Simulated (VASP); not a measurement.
## Te: single point with PBE

The system is Te.

```
Te
1.0
     6.13952    0.00000    0.00000
     0.00000    6.13952    0.00000
     0.00000    0.00000    6.13952
Te
8
Direct
  0.50000 0.50000 0.50000
  0.00000 0.00000 0.00000
  0.25000 0.00000 0.50000
  0.50000 0.25000 0.00000
  0.50000 0.75000 0.00000
  0.75000 0.00000 0.50000
  0.00000 0.50000 0.75000
  0.00000 0.50000 0.25000
```

```
Program                : VASP 6.6.1
Task                   : single point
Functional             : PBE
Potentials or basis    : VASP PAW PBE potentials, release 64 (Te)
Cutoff                 : 520 eV
k mesh                 : 6 × 6 × 6
Occupations            : gaussian, width 0.1 eV
Spin                   : no spin polarisation
Dipole correction      : no
Further INCAR settings : ALGO = Normal; EDIFF = 1e-07; NBANDS = 34
```

```yaml
Pressure: -0.1 GPa
Band_gap_on_the_k_mesh: zero (band 24 reaches 8.12 eV, above the bottom of band 25 at 6.76 eV)
```

Levels at points of the mesh, in eV from the Fermi level:
```
           k point  band 21  band 22  band 23  band 24  band 25  band 26  band 27  band 28
(0.00, 0.00, 0.00)    -0.24    -0.24    -0.24     0.07     0.07     0.07     1.45     1.45
(0.50, 0.00, 0.00)    -1.05    -1.05    -0.42    -0.42     0.14     0.14     1.38     1.38
(0.50, 0.50, 0.00)    -1.21    -0.61    -0.21    -0.21     0.28     0.28     0.41     0.43
(0.50, 0.50, 0.50)    -0.93    -0.93    -0.80    -0.80    -0.80    -0.80    -0.37    -0.37
```

Run time: 3.4 min on 1 thread of Oxide Virtual Turin-like Processor, on a shared host, peak memory 0.35 GiB.

Caveat: spin-orbit coupling is left out, which moves the levels of the heavy elements.
